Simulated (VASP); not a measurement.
# MoRu (P-6m2) in VASP: single point with LDA

Aim: the single point of MoRu with LDA.

All numbers are computed with VASP 6.6.1; they aren't measurements. Logs are shortened: lines on timing, memory, paths and dates and some standing lists are left out, and cuts for length are marked.

### 1 The cell of the first run

The structure is hexagonal, space group P-6m2 (No. 187). Conventional cell: a = 2.777 Å, b = 2.777 Å, c = 4.464 Å, α = 90.00°, β = 90.00°, γ = 120.00°. Within 3.6 Å of Mo (site symmetry -6m2) lie 6 Ru at 2.75 Å and 6 Mo at 2.78 Å. Ru (site symmetry -6m2) has 6 Mo at 2.75 Å and 6 Ru at 2.78 Å within 3.6 Å.

### 2 Single point, LDA

INCAR

```
PREC = Accurate ; ENCUT = 500
EDIFF = 1E-6 ; ISMEAR = 0
SIGMA = 0.1 ; LREAL = False
LASPH = True ; NELM = 120
ALGO = Normal ; ISIF = 2
LWAVE = False ; LCHARG = False
NBANDS = 21 ; GGA_COMPAT = False
```

KPOINTS

```
regular mesh
0
Gamma
  9 9 4
```

POSCAR

```
MoRu
1.0
    2.7774147960      0.0000000000      0.0000000000
   -1.3887073980      2.4053117702      0.0000000000
    0.0000000000      0.0000000000      4.4637070000
Mo Ru
1 1
Direct
    0.6666666700      0.3333333300      0.0000000000
    0.3333333300      0.6666666700      0.5000000000
```

Potentials or basis: VASP PAW LDA potentials, release 64 (Mo_sv, Ru_pv).

Started as:

```bash
$ cat potpaw_LDA.64/Mo_sv/POTCAR potpaw_LDA.64/Ru_pv/POTCAR > POTCAR
$ mpirun -np 1 vasp_std > vasp.out
```

OUTCAR:

```text
PREC = Accurate
   ENCUT = 500
   EDIFF = 1E-6
   ISMEAR = 0
   LREAL = False
   LASPH = True
   NELM = 120
   ISIF = 2

 ion  position               nearest neighbor table
   1  0.667  0.333  0.000-   2 2.75   2 2.75   2 2.75   2 2.75   2 2.75   2 2.75
   2  0.333  0.667  0.500-   1 2.75   1 2.75   1 2.75   1 2.75   1 2.75   1 2.75

  LATTYP: Found a hexagonal cell.
 ALAT       =     2.7774147960
 C/A-ratio  =     1.6071445311

  Lattice vectors:

 A1 = (   2.7774147960,   0.0000000000,   0.0000000000)
 A2 = (  -1.3887073980,   2.4053117702,   0.0000000000)
 A3 = (   0.0000000000,   0.0000000000,   4.4637070000)

Analysis of symmetry for initial positions (statically):
=====================================================================
 Subroutine PRICEL returns:
 Original cell was already a primitive cell.

 Routine SETGRP: Setting up the symmetry group for a
 hexagonal supercell.

 Subroutine GETGRP returns: Found 12 space group operations
 (whereof 12 operations were pure point group operations)
 out of a pool of 24 trial point group operations.

The static configuration has the point symmetry D_3h.

Analysis of symmetry for dynamics (positions and initial velocities):
=====================================================================
 Subroutine PRICEL returns:
 Original cell was already a primitive cell.

 Routine SETGRP: Setting up the symmetry group for a
 hexagonal supercell.

 Subroutine GETGRP returns: Found 12 space group operations
 (whereof 12 operations were pure point group operations)
 out of a pool of 24 trial point group operations.

The dynamic configuration has the point symmetry D_3h.

 Subroutine INISYM returns: Found 12 space group operations
 (whereof 12 operations are pure point group operations),
 and found     1 'primitive' translations

----------------------------------------------------------------------------------------

                                     Primitive cell

  volume of cell :      29.8200

  direct lattice vectors                    reciprocal lattice vectors
     2.777414796  0.000000000  0.000000000     0.360047049  0.207873260  0.000000000
    -1.388707398  2.405311770  0.000000000     0.000000000  0.415746521  0.000000000
     0.000000000  0.000000000  4.463707000     0.000000000  0.000000000  0.224029041

  length of vectors
     2.777414796  2.777414796  4.463707000     0.415746521  0.415746521  0.224029041
[... 76 lines left out ...]
   LNONCOLLINEAR =      F non collinear calculations
   LSORBIT =      F    spin-orbit coupling
   LASPH  =      T    aspherical Exc in radial PAW
   ENCUT  =  500.0 eV  36.75 Ry    6.06 a.u.   5.06  5.06  8.14*2*pi/ulx,y,z
   NELM   =    120;   NELMIN=  2; NELMDL= -5     # of ELM steps
   EDIFF  = 0.1E-05   stopping-criterion for ELM
   LREAL  =      F    real-space projection
   EDIFFG = 0.1E-04   stopping-criterion for IOM
   NSW    =      0    number of steps for IOM
   IBRION =     -1    ionic relax: 0-MD 1-quasi-New 2-CG
   NFREE  =      0    steps in history (QN), initial steepest desc. (CG)
   ISIF   =      2    stress and relaxation
   ISYM   =      2    0-nonsym 1-usesym 2-fastsym
   POTIM  = 0.5000    time-step for ionic-motion
   TEBEG  =    0.0;   TEEND  =   0.0 temperature during run
   PSTRESS=    0.0 pullay stress
   NELECT =      28.0000    total number of electrons
   NUPDOWN=      -1.0000    fix difference up-down
   EMIN   =  10.00;   EMAX   =-10.00  energy-range for DOS
   EFERMI =   0.00;   METHOD = LEGACY
   ISMEAR =     0;   SIGMA  =   0.10  broadening in eV -4-tet -1-fermi 0-gaus
   EFERMI_NEDOS =   21; number of points for ismear=-14 and -15
   IALGO  =     38    algorithm
   IMIX   =      4    mixing-type and parameters
     AMIX     =   0.40;   BMIX     =  1.00
     AMIX_MAG =   1.60;   BMIX_MAG =  1.00
  volume/ion in A,a.u.               =      14.91       100.62
  Fermi-wavevector in a.u.,A,eV,Ry     =   1.603091  3.029403 34.965633  2.569902
  Thomas-Fermi vector in A             =   2.699809
   LORBIT       =      0    0 simple, 1 ext, 2 COOP (PROOUT), +10 PAW based schemes
   GGA     = CA    functional components
   LHFCALC =     F    Hartree Fock is set to
   AEXX    =    0.0000 exact exchange contribution
   IVDW    =     0    specifies the selected vdW correction
   LEPSILON=     F    determine dielectric tensor
   LRPA    =     F    only Hartree local field effects (RPA)
 non-spin polarized calculation
 Gauss-broadening in eV      SIGMA  =   0.10
  energy-cutoff  :      500.00
  volume of cell :       29.82
 maximum number of plane-waves:       780
   NGX = 11   NGY = 11   NGZ = 17

 number of electron      27.9999996 magnetization

 Free energy of the ion-electron system (eV)
  ---------------------------------------------------
  ext. energy  EPLUGINS =         0.00000000
  ---------------------------------------------------
  free energy    TOTEN  =       -22.62955481 eV

  energy without entropy =      -22.61924051  energy(sigma->0) =      -22.62439766

 E-fermi :  11.9159     XC(G=0): -13.8322

 val. band max:       11.9138279529   @ k =   0.0000   0.0000   0.2500
 cond. band min:      11.9686776316   @ k =   0.3333   0.3333   0.5000
 fundamental gap:      0.0548496786
 Fermi energy:        11.9158960588

 k-point     1 :       0.0000    0.0000    0.0000
  band No.  band energies     occupation
      1     -48.5481      2.00000
      2     -30.4694      2.00000
      3     -30.1824      2.00000
      4     -30.1824      2.00000
      5     -22.8248      2.00000
      6     -22.1432      2.00000
[... 565 lines left out ...]
     20      20.8832      0.00000
     21      22.3999      0.00000

 [... further k-points ...]

------------------------ aborting loop because EDIFF is reached ----------------------------------------

  FORCE on cell =-STRESS in cart. coord.  units (eV):
  Direction    XX          YY          ZZ          XY          YZ          ZX
  --------------------------------------------------------------------------------------
  -------------------------------------------------------------------------------------
  Total       -2.9385358     -2.9385358     -3.2841495      0.0000000      0.0000000     -0.0000000
  in kB     -157.8824180   -157.8824180   -176.4516402      0.0000000      0.0000000     -0.0000000
  external PRESSURE =    -164.0721587 kB  Pullay stress =       0.0000000 kB

 VOLUME and BASIS-vectors are now :
 -----------------------------------------------------------------------------
  energy-cutoff  :      500.00
  volume of cell :       29.82
      direct lattice vectors                 reciprocal lattice vectors
     2.777414796  0.000000000  0.000000000     0.360047049  0.207873260  0.000000000
    -1.388707398  2.405311770  0.000000000     0.000000000  0.415746521  0.000000000
     0.000000000  0.000000000  4.463707000     0.000000000  0.000000000  0.224029041

 POSITION                                       TOTAL-FORCE (eV/Angst)
 -----------------------------------------------------------------------------------
      1.38871      0.80177      0.00000         0.000000     -0.000000      0.000000
     -0.00000      1.60354      2.23185        -0.000000      0.000000      0.000000
 -----------------------------------------------------------------------------------
    total drift:                               -0.000010      0.000006     -0.000000

  FREE ENERGIE OF THE ION-ELECTRON SYSTEM (eV)
  ---------------------------------------------------
  free  energy   TOTEN  =       -22.6295548128 eV

  energy  without entropy=      -22.6192405101  energy(sigma->0) =      -22.62439766
```

stdout:

```text
POSCAR found type information on POSCAR MoRu
 POSCAR found :  2 types and       2 ions
 scaLAPACK will be used
 LDA part: xc-table for (Slater(with rela. corr.)+CA(PZ))
 , standard interpolation
 POSCAR, INCAR and KPOINTS ok, starting setup
 FFT: planning ... GRIDC
 FFT: planning ... GRID_SOFT
 FFT: planning ... GRID
 WAVECAR not read
 entering main loop
```

Run time: 7.7 s. Hardware: 1 thread of Intel Xeon 6975P-C (Granite Rapids), shared host; peak memory 0.14 GiB.

Results:

| Quantity | Value |
| --- | --- |
| Free energy | -22.6296 eV |
| Pressure | -16.4 GPa |
| Band gap on the k mesh | zero (bands 14 and 15 overlap by 2.67 eV) |

Caveat: the cell stands under tension.
